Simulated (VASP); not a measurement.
# Sn (I4_1/amd) in VASP: further runs

The runs below take Sn through single point, with LDA.

Program: VASP 6.6.1. These are calculated values, not measurements. Logs are shortened: lines on timing, memory, paths and dates and some standing lists are left out, and cuts for length are marked.

## Step 1: The cell of the first run

Symmetry: I4_1/amd, No. 141, tetragonal system. Conventional cell: a = 5.720 Å, b = 5.720 Å, c = 3.123 Å, α = 90.00°, β = 90.00°, γ = 90.00°. Within 3.9 Å of Sn (site symmetry -4m2) lie 10 Sn at 2.96 to 3.70 Å.

## Step 2: Single point, LDA

INCAR reads:

```
PREC = Accurate
ENCUT = 520
EDIFF = 1E-6
ISMEAR = -1
SIGMA = 0.1
LREAL = False
LASPH = True
NELM = 80
ALGO = Normal
ISIF = 2
LWAVE = False
LCHARG = True
GGA = CA
LELF = True
LVHAR = True
NBANDS = 21
```

KPOINTS reads:

```
Automatic mesh
0
Gamma
  10 10 10
```

POSCAR reads:

```
Sn
1.0
   -2.8600427048      2.8600427048      1.5612643401
    2.8600427048     -2.8600427048      1.5612643401
    2.8600427048      2.8600427048     -1.5612643401
Sn
2
Direct
    0.0000000000      0.0000000000      0.0000000000
    0.7500000000      0.2500000000      0.5000000000
```

Potentials or basis: VASP PAW LDA potentials, release 64 (Sn_d).

Started as:

```bash
cat potpaw_LDA.64/Sn_d/POTCAR > POTCAR
mpirun -np 1 vasp_std > vasp.out
```

OUTCAR:

```text
PREC = Accurate
   ENCUT = 520
   EDIFF = 1E-6
   ISMEAR = -1
   LREAL = False
   LASPH = True
   NELM = 80
   ISIF = 2
   GGA = CA

 ion  position               nearest neighbor table
   1  0.000  0.000  0.000-   2 2.96   2 2.96   2 2.96   2 2.96   2 3.70   2 3.70   2 3.70   2 3.70

   2  0.750  0.250  0.500-   1 2.96   1 2.96   1 2.96   1 2.96   1 3.70   1 3.70   1 3.70   1 3.70

  LATTYP: Found a body centered tetragonal cell.
 ALAT       =     5.7200854096
 C/A-ratio  =     0.5458884713

  Lattice vectors:

 A1 = (  -2.8600427048,   2.8600427048,   1.5612643401)
 A2 = (   2.8600427048,  -2.8600427048,   1.5612643401)
 A3 = (   2.8600427048,   2.8600427048,  -1.5612643401)

Analysis of symmetry for initial positions (statically):
=====================================================================
 Subroutine PRICEL returns:
 Original cell was already a primitive cell.

 Routine SETGRP: Setting up the symmetry group for a
 body centered tetragonal supercell.

 Subroutine GETGRP returns: Found 16 space group operations
 (whereof  8 operations were pure point group operations)
 out of a pool of 16 trial point group operations.

The static configuration has the point symmetry D_2d.
 The point group associated with its full space group is D_4h.

Analysis of symmetry for dynamics (positions and initial velocities):
=====================================================================
 Subroutine PRICEL returns:
 Original cell was already a primitive cell.

 Routine SETGRP: Setting up the symmetry group for a
 body centered tetragonal supercell.

 Subroutine GETGRP returns: Found 16 space group operations
 (whereof  8 operations were pure point group operations)
 out of a pool of 16 trial point group operations.

The dynamic configuration has the point symmetry D_2d.
 The point group associated with its full space group is D_4h.

 Subroutine INISYM returns: Found 16 space group operations
 (whereof  8 operations are pure point group operations),
 and found     1 'primitive' translations

----------------------------------------------------------------------------------------

                                     Primitive cell

  volume of cell :      51.0836

  direct lattice vectors                    reciprocal lattice vectors
    -2.860042705  2.860042705  1.561264340     0.000000000  0.174822564  0.320253263
     2.860042705 -2.860042705  1.561264340     0.174822564  0.000000000  0.320253263
     2.860042705  2.860042705 -1.561264340     0.174822564  0.174822564  0.000000000

  length of vectors
     4.335577803  4.335577803  4.335577803     0.364863100  0.364863100  0.247236442

  position of ions in fractional coordinates (direct lattice)
     0.000000000  0.000000000  0.000000000
     0.750000000  0.250000000  0.500000000

  ion indices of the primitive-cell ions
   primitive index   ion index
                 1           1
                 2           2

----------------------------------------------------------------------------------------

 KPOINTS: Automatic mesh

Automatic generation of k-mesh.
 Grid dimensions read from file:
 generate k-points for:   10   10   10

 Generating k-lattice:

  Cartesian coordinates                     Fractional coordinates (reciprocal lattice)
     0.000000000  0.017482256  0.032025326     0.100000000  0.000000000 -0.000000000
     0.017482256  0.000000000  0.032025326     0.000000000  0.100000000 -0.000000000
     0.017482256  0.017482256  0.000000000     0.000000000  0.000000000  0.100000000

  Length of vectors
     0.036486310  0.036486310  0.024723644

  Shift w.r.t. Gamma in fractional coordinates (k-lattice)
     0.000000000  0.000000000  0.000000000

 Subroutine IBZKPT returns following result:
 ===========================================

 Found    102 irreducible k-points:

 Following reciprocal coordinates:
            Coordinates               Weight
  0.000000  0.000000  0.000000      1.000000
  0.100000 -0.000000  0.000000      8.000000
  0.200000 -0.000000  0.000000      8.000000
  0.300000 -0.000000  0.000000      8.000000
  0.400000  0.000000 -0.000000      8.000000
  0.500000 -0.000000  0.000000      4.000000
[... 16 lines left out ...]
  0.300000  0.300000  0.000000      8.000000
  0.400000  0.300000  0.000000     16.000000
 [... further k-points ...]
   k-points           NKPTS =    102   k-points in BZ     NKDIM =    102   number of bands    NBANDS=     21
   number of dos      NEDOS =    301   number of ions     NIONS =      2
   total plane-waves  NPLWV =  32768
   dimension x,y,z NGX =    32 NGY =   32 NGZ =   32
   dimension x,y,z NGXF=    64 NGYF=   64 NGZF=   64
   ions per type =               2
   NGX,Y,Z   is equivalent  to a cutoff of  12.27, 12.27, 12.27 a.u.
   NGXF,Y,Z  is equivalent  to a cutoff of  24.54, 24.54, 24.54 a.u.
 SYSTEM =  unknown system
   PREC   = accura    normal or accurate (medium, high low for compatibility)
   ISTART =      0    job   : 0-new  1-cont  2-samecut
   ICHARG =      2    charge: 1-file 2-atom 10-const
   ISPIN  =      1    spin polarized calculation?
   LNONCOLLINEAR =      F non collinear calculations
   LSORBIT =      F    spin-orbit coupling
   LASPH  =      T    aspherical Exc in radial PAW
   ENCUT  =  520.0 eV  38.22 Ry    6.18 a.u.   8.06  8.06  8.06*2*pi/ulx,y,z
   NELM   =     80;   NELMIN=  2; NELMDL= -5     # of ELM steps
   EDIFF  = 0.1E-05   stopping-criterion for ELM
   LREAL  =      F    real-space projection
   EDIFFG = 0.1E-04   stopping-criterion for IOM
   NSW    =      0    number of steps for IOM
   IBRION =     -1    ionic relax: 0-MD 1-quasi-New 2-CG
   NFREE  =      0    steps in history (QN), initial steepest desc. (CG)
   ISIF   =      2    stress and relaxation
   ISYM   =      2    0-nonsym 1-usesym 2-fastsym
   POTIM  = 0.5000    time-step for ionic-motion
   TEBEG  =    0.0;   TEEND  =   0.0 temperature during run
   PSTRESS=    0.0 pullay stress
   NELECT =      28.0000    total number of electrons
   NUPDOWN=      -1.0000    fix difference up-down
   EMIN   =  10.00;   EMAX   =-10.00  energy-range for DOS
   EFERMI =   0.00;   METHOD = LEGACY
   ISMEAR =    -1;   SIGMA  =   0.10  broadening in eV -4-tet -1-fermi 0-gaus
   EFERMI_NEDOS =   21; number of points for ismear=-14 and -15
   IALGO  =     38    algorithm
   IMIX   =      4    mixing-type and parameters
     AMIX     =   0.40;   BMIX     =  1.00
     AMIX_MAG =   1.60;   BMIX_MAG =  1.00
  volume/ion in A,a.u.               =      25.54       172.36
  Fermi-wavevector in a.u.,A,eV,Ry     =   1.339781  2.531818 24.422622  1.795012
  Thomas-Fermi vector in A             =   2.468145
   LORBIT       =      0    0 simple, 1 ext, 2 COOP (PROOUT), +10 PAW based schemes
   GGA     = CA    functional components
   LHFCALC =     F    Hartree Fock is set to
   AEXX    =    0.0000 exact exchange contribution
   IVDW    =     0    specifies the selected vdW correction
   LEPSILON=     F    determine dielectric tensor
   LRPA    =     F    only Hartree local field effects (RPA)
 non-spin polarized calculation
  energy-cutoff  :      520.00
  volume of cell :       51.08
 maximum number of plane-waves:      1394
   NGX = 17   NGY = 17   NGZ = 17

 number of electron      28.0000021 magnetization

 Free energy of the ion-electron system (eV)
  ---------------------------------------------------
  ext. energy  EPLUGINS =         0.00000000
  ---------------------------------------------------
  free energy    TOTEN  =        -8.98498784 eV

  energy without entropy =       -8.95646859  energy(sigma->0) =       -8.97072821

 E-fermi :   8.5032     XC(G=0): -10.8347

 val. band max:        8.4973293243   @ k =   0.2000   0.1000   0.0000
 cond. band min:       8.5071585186   @ k =   0.2000  -0.0000   0.0000
 fundamental gap:      0.0098291943
 Fermi energy:         8.5031538242

 k-point     1 :       0.0000    0.0000    0.0000
  band No.  band energies     occupation
      1     -13.1805      2.00000
      2     -13.0705      2.00000
      3     -13.0314      2.00000
      4     -13.0080      2.00000
      5     -12.8261      2.00000
      6     -12.8261      2.00000
[... 13 lines left out ...]
     20      18.7471      0.00000
     21      19.4109      0.00000

 k-point     2 :       0.1000   -0.0000    0.0000
  band No.  band energies     occupation
      1     -13.1729      2.00000
      2     -13.0472      2.00000
      3     -13.0224      2.00000
      4     -12.9805      2.00000
      5     -12.8434      2.00000
      6     -12.8398      2.00000
[... 13 lines left out ...]
     20      17.8032      0.00000
     21      17.8412      0.00000

 k-point     3 :       0.2000   -0.0000    0.0000
  band No.  band energies     occupation
      1     -13.1510      2.00000
      2     -12.9988      2.00000
      3     -12.9935      2.00000
      4     -12.9288      2.00000
      5     -12.8782      2.00000
      6     -12.8435      2.00000
[... 13 lines left out ...]
     20      16.3825      0.00000
     21      17.1438      0.00000

 k-point     4 :       0.3000   -0.0000    0.0000
  band No.  band energies     occupation
      1     -13.1232      2.00000
      2     -12.9741      2.00000
      3     -12.9581      2.00000
      4     -12.9315      2.00000
      5     -12.9088      2.00000
      6     -12.8561      2.00000
[... 13 lines left out ...]
     20      15.4968      0.00000
     21      17.9243      0.00000

 k-point     5 :       0.4000    0.0000   -0.0000
  band No.  band energies     occupation
      1     -13.1002      2.00000
      2     -12.9777      2.00000
      3     -12.9759      2.00000
      4     -12.9405      2.00000
      5     -12.9053      2.00000
      6     -12.8770      2.00000
[... 13 lines left out ...]
     20      16.4883      0.00000
     21      19.1894      0.00000
[... 382 lines left out ...]
     20      18.6758      0.00000
     21      19.4049      0.00000

 k-point    22 :      -0.2000    0.2000    0.0000
  band No.  band energies     occupation
      1     -13.1415      2.00000
      2     -13.0770      2.00000
      3     -13.0301      2.00000
      4     -12.9977      2.00000
      5     -12.8469      2.00000
      6     -12.8070      2.00000
[... 13 lines left out ...]
     20      18.8984      0.00000
     21      19.0630      0.00000

 k-point    23 :       0.3000    0.3000    0.0000
  band No.  band energies     occupation
      1     -13.0863      2.00000
      2     -13.0046      2.00000
      3     -12.9546      2.00000
      4     -12.9296      2.00000
      5     -12.9016      2.00000
      6     -12.8229      2.00000
[... 13 lines left out ...]
     20      16.8890      0.00000
     21      18.5433      0.00000

 k-point    24 :       0.4000    0.3000    0.0000
  band No.  band energies     occupation
      1     -13.0612      2.00000
      2     -13.0026      2.00000
      3     -12.9681      2.00000
      4     -12.9329      2.00000
      5     -12.8886      2.00000
      6     -12.8176      2.00000
[... 13 lines left out ...]
     20      17.9618      0.00000
     21      18.7425      0.00000

 [... further k-points ...]
[... 5 lines left out ...]
  --------------------------------------------------------------------------------------
  -------------------------------------------------------------------------------------
  Total        0.6402209      0.6402209      0.2887468      0.0000000     -0.0000000      0.0000000
  in kB       20.0797815     20.0797815      9.0562061      0.0000000     -0.0000000      0.0000000
  external PRESSURE =      16.4052563 kB  Pullay stress =       0.0000000 kB

 VOLUME and BASIS-vectors are now :
 -----------------------------------------------------------------------------
  energy-cutoff  :      520.00
  volume of cell :       51.08
      direct lattice vectors                 reciprocal lattice vectors
    -2.860042705  2.860042705  1.561264340     0.000000000  0.174822564  0.320253263
     2.860042705 -2.860042705  1.561264340     0.174822564  0.000000000  0.320253263
     2.860042705  2.860042705 -1.561264340     0.174822564  0.174822564  0.000000000

 POSITION                                       TOTAL-FORCE (eV/Angst)
 -----------------------------------------------------------------------------------
      0.00000      0.00000      0.00000         0.000000      0.000000     -0.000000
     -0.00000      2.86004      0.78063        -0.000000     -0.000000      0.000000
 -----------------------------------------------------------------------------------
    total drift:                                0.000000     -0.000000      0.000000

  FREE ENERGIE OF THE ION-ELECTRON SYSTEM (eV)
  ---------------------------------------------------
  free  energy   TOTEN  =        -8.9849878372 eV

  energy  without entropy=       -8.9564685905  energy(sigma->0) =       -8.97072821
```

Run time: 42 s. Hardware: 1 thread of Intel Xeon Platinum 8259CL at 2.50GHz (Skylake/Cascade Lake), shared host; peak memory 0.21 GiB.

What came out:

| Property | Result |
| --- | --- |
| Free energy | -8.9850 eV |
| Pressure | 1.6 GPa |
| Band gap on the k mesh | zero (band 14 reaches 10.00 eV, above the bottom of band 15 at 5.86 eV) |

Caveat: spin-orbit coupling is left out, which moves the levels of the heavy elements.

[end of part 1 of 2]
